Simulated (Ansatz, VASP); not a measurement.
# One calculation of GaN, two programs

```xyz
2
Lattice="0.0000 2.2384 2.2384 2.2384 0.0000 2.2384 2.2384 2.2384 0.0000" Properties=species:S:1:pos:R:3 pbc="T T T"
Ga    0.0000    0.0000    0.0000
N     1.1192    1.1192    1.1192
```

Alike in both runs: task single point; functional LDA; k mesh 10 × 10 × 10; occupations fermi-dirac, width 0.05 eV; non-collinear spin, spin-orbit coupling.

|  | VASP | Ansatz |
| --- | --- | --- |
| version | VASP 6.6.1 | Ansatz 0.2.0 |
| potentials or method | VASP PAW LDA potentials, release 64 (Ga_d, N) | Ansatz PAW |
| plane-wave cutoff (eV) | 520 | 420 |
| valence electrons in the cell | 18 | 18 |

```tsv
	VASP	Ansatz	Ansatz less VASP
pressure (GPa)	-1.8	-2.8	-1.06
net moment per atom (μB)	0.00	0.00	0.000
```

LDA's correlation is that of Perdew and Zunger in VASP and of Perdew and Wang (1992) in Ansatz.
